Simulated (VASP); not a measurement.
# TiSi (Cmmm) in VASP: notebook, part 2 of 2

VASP 6.6.1. The steps go on from the part before.

## 3. Single point, r2SCAN, collinear spin

Contents of POSCAR:

```
TiSi
1.0
    1.8161780000     -2.1176240000      0.0000000000
    1.8161780000      2.1176240000      0.0000000000
    0.0000000000      0.0000000000      3.8039340000
Ti Si
1 1
Direct
    0.5000000000      0.5000000000      0.0000000000
    0.0000000000      0.0000000000      0.5000000000
```

Contents of INCAR.step1:

```
PREC     = Accurate       # precision mode
ENCUT    = 520            # plane-wave cutoff, eV
ISMEAR   = -1             # smearing method
SIGMA    = 0.05           # smearing width, eV
LREAL    = False          # projectors in reciprocal space
LASPH    = True           # aspherical terms in the spheres
NELM     = 150            # most SCF steps
ISPIN    = 2              # spin polarisation
MAGMOM   = 0.6 0          # initial moments
NUPDOWN  = 0.6            # fixed moment
LMAXMIX  = 4              # l up to which the mixer works
NBANDS   = 19             # bands
GGA      = PE             # functional
ALGO     = Normal         # electronic algorithm
EDIFF    = 1E-4           # SCF threshold, eV
LWAVE    = True           # write WAVECAR
LCHARG   = False          # write CHGCAR
```

Contents of INCAR.step2:

```
PREC     = Accurate       # precision mode
ENCUT    = 520            # plane-wave cutoff, eV
EDIFF    = 1E-6           # SCF threshold, eV
ISMEAR   = -1             # smearing method
SIGMA    = 0.05           # smearing width, eV
LREAL    = False          # projectors in reciprocal space
LASPH    = True           # aspherical terms in the spheres
NELM     = 150            # most SCF steps
ALGO     = Normal         # electronic algorithm
ISIF     = 2              # what is computed and relaxed
LWAVE    = False          # write WAVECAR
LCHARG   = False          # write CHGCAR
ISPIN    = 2              # spin polarisation
MAGMOM   = 0.6 0          # initial moments
LORBIT   = 11             # projections on sites
NUPDOWN  = 0.6            # fixed moment
LMAXMIX  = 4              # l up to which the mixer works
METAGGA  = R2SCAN         # meta-GGA
LMIXTAU  = True         
NBANDS   = 19             # bands
ISTART   = 1
```

Contents of KPOINTS:

```
regular mesh
0
Gamma
  14 14 10
```

Potentials or basis: VASP PAW PBE potentials, release 64 (Ti_sv, Si).

Command:

```
> cat potpaw_PBE.64/Ti_sv/POTCAR potpaw_PBE.64/Si/POTCAR > POTCAR
> cp INCAR.step1 INCAR
> mpirun -np 1 vasp_std > vasp.out
> cp INCAR.step2 INCAR
> mpirun -np 1 vasp_std > vasp.out
```

OUTCAR:

```text
PREC = Accurate
   ENCUT = 520
   EDIFF = 1E-6
   ISMEAR = -1
   LREAL = False
   LASPH = True
   NELM = 150
   ISIF = 2
   ISPIN = 2
   LORBIT = 11
   NUPDOWN = 0.6
   METAGGA = R2SCAN
   ISTART = 1

 ion  position               nearest neighbor table
   1  0.500  0.500  0.000-   2 2.63   2 2.63   2 2.63   2 2.63   2 2.85   2 2.85   2 2.85   2 2.85

   2  0.000  0.000  0.500-   1 2.63   1 2.63   1 2.63   1 2.63   1 2.85   1 2.85   1 2.85   1 2.85

  LATTYP: Found a base centered orthorhombic cell.
 ALAT       =     3.6323560000
 B/A-ratio  =     1.1659782246
 C/A-ratio  =     1.0472360088

  Lattice vectors:

 A1 = (   1.8161780000,  -2.1176240000,   0.0000000000)
 A2 = (   1.8161780000,   2.1176240000,   0.0000000000)
 A3 = (   0.0000000000,   0.0000000000,   3.8039340000)

Analysis of symmetry for initial positions (statically):
=====================================================================
 Subroutine PRICEL returns:
 Original cell was already a primitive cell.

 Routine SETGRP: Setting up the symmetry group for a
 base centered orthorhombic supercell.

 Subroutine GETGRP returns: Found  8 space group operations
 (whereof  8 operations were pure point group operations)
 out of a pool of  8 trial point group operations.

The static configuration has the point symmetry D_2h.

Analysis of symmetry for dynamics (positions and initial velocities):
=====================================================================
 Subroutine PRICEL returns:
 Original cell was already a primitive cell.

 Routine SETGRP: Setting up the symmetry group for a
 base centered orthorhombic supercell.

 Subroutine GETGRP returns: Found  8 space group operations
 (whereof  8 operations were pure point group operations)
 out of a pool of  8 trial point group operations.

The dynamic configuration has the point symmetry D_2h.

Analysis of structural, dynamic, and magnetic symmetry:
=====================================================================
 Subroutine PRICEL returns:
 Original cell was already a primitive cell.

 Routine SETGRP: Setting up the symmetry group for a
 base centered orthorhombic supercell.

 Subroutine GETGRP returns: Found  8 space group operations
 (whereof  8 operations were pure point group operations)
 out of a pool of  8 trial point group operations.

The overall configuration has the point symmetry D_2h.

 Subroutine INISYM returns: Found  8 space group operations
 (whereof  8 operations are pure point group operations),
 and found     1 'primitive' translations

----------------------------------------------------------------------------------------

                                     Primitive cell

  volume of cell :      29.2597

  direct lattice vectors                    reciprocal lattice vectors
     1.816178000 -2.117624000  0.000000000     0.275303412 -0.236113682  0.000000000
     1.816178000  2.117624000  0.000000000     0.275303412  0.236113682  0.000000000
     0.000000000  0.000000000  3.803934000     0.000000000  0.000000000  0.262885739

  length of vectors
     2.789773097  2.789773097  3.803934000     0.362686696  0.362686696  0.262885739

  position of ions in fractional coordinates (direct lattice)
     0.500000000  0.500000000  0.000000000
     0.000000000  0.000000000  0.500000000

[... 69 lines left out ...]
   ICHARG =      0    charge: 1-file 2-atom 10-const
   ISPIN  =      2    spin polarized calculation?
   LNONCOLLINEAR =      F non collinear calculations
   LSORBIT =      F    spin-orbit coupling
   LASPH  =      T    aspherical Exc in radial PAW
   ENCUT  =  520.0 eV  38.22 Ry    6.18 a.u.   5.19  5.19  7.07*2*pi/ulx,y,z
   NELM   =    150;   NELMIN=  2; NELMDL=  0     # of ELM steps
   EDIFF  = 0.1E-05   stopping-criterion for ELM
   LREAL  =      F    real-space projection
   EDIFFG = 0.1E-04   stopping-criterion for IOM
   NSW    =      0    number of steps for IOM
   IBRION =     -1    ionic relax: 0-MD 1-quasi-New 2-CG
   NFREE  =      0    steps in history (QN), initial steepest desc. (CG)
   ISIF   =      2    stress and relaxation
   ISYM   =      2    0-nonsym 1-usesym 2-fastsym
   POTIM  = 0.5000    time-step for ionic-motion
   TEBEG  =    0.0;   TEEND  =   0.0 temperature during run
   PSTRESS=    0.0 pullay stress
   NELECT =      16.0000    total number of electrons
   NUPDOWN=       0.6000    fix difference up-down
   EMIN   =  10.00;   EMAX   =-10.00  energy-range for DOS
   EFERMI =   0.00;   METHOD = LEGACY
   ISMEAR =    -1;   SIGMA  =   0.05  broadening in eV -4-tet -1-fermi 0-gaus
   EFERMI_NEDOS =   21; number of points for ismear=-14 and -15
   IALGO  =     38    algorithm
   IMIX   =      4    mixing-type and parameters
     AMIX     =   0.40;   BMIX     =  1.00
     AMIX_MAG =   1.60;   BMIX_MAG =  1.00
  volume/ion in A,a.u.               =      14.63        98.73
  Fermi-wavevector in a.u.,A,eV,Ry     =   1.338725  2.529824 24.384157  1.792185
  Thomas-Fermi vector in A             =   2.467173
   LORBIT       =     11    0 simple, 1 ext, 2 COOP (PROOUT), +10 PAW based schemes
   METAGGA = R2SCAN    functional components
   LHFCALC =     F    Hartree Fock is set to
   AEXX    =    0.0000 exact exchange contribution
   IVDW    =     0    specifies the selected vdW correction
   LEPSILON=     F    determine dielectric tensor
   LRPA    =     F    only Hartree local field effects (RPA)
 spin polarized calculation
  energy-cutoff  :      520.00
  volume of cell :       29.26
 maximum number of plane-waves:       814
 NGX is ok and might be reduce to    24
   NGX = 11   NGY = 11   NGZ = 15

 number of electron      16.0000004 magnetization       0.6000000

 Free energy of the ion-electron system (eV)
  ---------------------------------------------------
  ext. energy  EPLUGINS =         0.00000000
  ---------------------------------------------------
  free energy    TOTEN  =       -22.69704077 eV

  energy without entropy =      -22.68687455  energy(sigma->0) =      -22.69195766

 E-fermi :   9.9389     XC(G=0): -12.5833

 val. band max:       10.4683631633   @ k =  -0.4286   0.3571   0.1000
 cond. band min:       9.9432790790   @ k =   0.3571   0.1429   0.4000
 fundamental gap:     -0.5250840843
 Fermi energy:        10.4700864268

 spin component 1

 k-point     1 :       0.0000    0.0000    0.0000
  band No.  band energies     occupation
      1     -49.1025      1.00000
      2     -24.4616      1.00000
      3     -24.0369      1.00000
      4     -23.9616      1.00000
      5      -2.3216      1.00000
      6       7.4402      1.00000
[... 517 lines left out ...]
     18      25.7074      0.00000
     19      26.5286      0.00000

 [... further k-points ...]

 spin component 2

 k-point     1 :       0.0000    0.0000    0.0000
  band No.  band energies     occupation
      1     -48.6239      1.00000
      2     -23.9889      1.00000
      3     -23.5923      1.00000
      4     -23.4527      1.00000
      5      -2.1835      1.00000
      6       7.8747      1.00000
[... 517 lines left out ...]
     18      25.8747      0.00000
     19      26.9019      0.00000

 [... further k-points ...]

------------------------ aborting loop because EDIFF is reached ----------------------------------------

  FORCE on cell =-STRESS in cart. coord.  units (eV):
  Direction    XX          YY          ZZ          XY          YZ          ZX
  --------------------------------------------------------------------------------------
  -------------------------------------------------------------------------------------
  Total       -0.0598962     -0.0593735     -0.2254201      0.0000000      0.0000000      0.0000000
  in kB       -3.2797437     -3.2511199    -12.3433479      0.0000000      0.0000000      0.0000000
  external PRESSURE =      -6.2914038 kB  Pullay stress =       0.0000000 kB

 VOLUME and BASIS-vectors are now :
 -----------------------------------------------------------------------------
  energy-cutoff  :      520.00
  volume of cell :       29.26
      direct lattice vectors                 reciprocal lattice vectors
     1.816178000 -2.117624000  0.000000000     0.275303412 -0.236113682  0.000000000
     1.816178000  2.117624000  0.000000000     0.275303412  0.236113682  0.000000000
     0.000000000  0.000000000  3.803934000     0.000000000  0.000000000  0.262885739

 POSITION                                       TOTAL-FORCE (eV/Angst)
 -----------------------------------------------------------------------------------
      1.81618      0.00000      0.00000        -0.000000      0.000000      0.000000
      0.00000      0.00000      1.90197         0.000000     -0.000000      0.000000
 -----------------------------------------------------------------------------------
    total drift:                               -0.000000     -0.000000     -0.000000

  FREE ENERGIE OF THE ION-ELECTRON SYSTEM (eV)
  ---------------------------------------------------
  free  energy   TOTEN  =       -22.6970407702 eV

  energy  without entropy=      -22.6868745539  energy(sigma->0) =      -22.69195766

 total charge

# of ion       s       p       d       tot
------------------------------------------
    1        2.191   6.144   2.006  10.341
    2        0.756   0.889   0.000   1.645
--------------------------------------------------
tot          2.947   7.033   2.006  11.986

 magnetization (x)

# of ion       s       p       d       tot
------------------------------------------
    1        0.014   0.022   0.387   0.423
    2       -0.003  -0.003   0.000  -0.006
--------------------------------------------------
tot          0.011   0.019   0.387   0.417
```

Wall time 6.5 min (1 thread of Intel Xeon 6975P-C (Granite Rapids), shared host); peak memory 0.39 GiB.

What came out:

- Free energy: -22.6970 eV
- Pressure: -0.6 GPa
- Net moment: 0.60 μB per cell
- Site moments: Ti +0.42; Si -0.01 μB
- Valence electrons inside the program's atomic spheres: Ti 10.34; Si 1.65

Caveat: the PAW data sets were made with another functional, which shifts forces and pressure a little; the total moment is fixed, so each spin has its own Fermi level and the state may be an excited one.
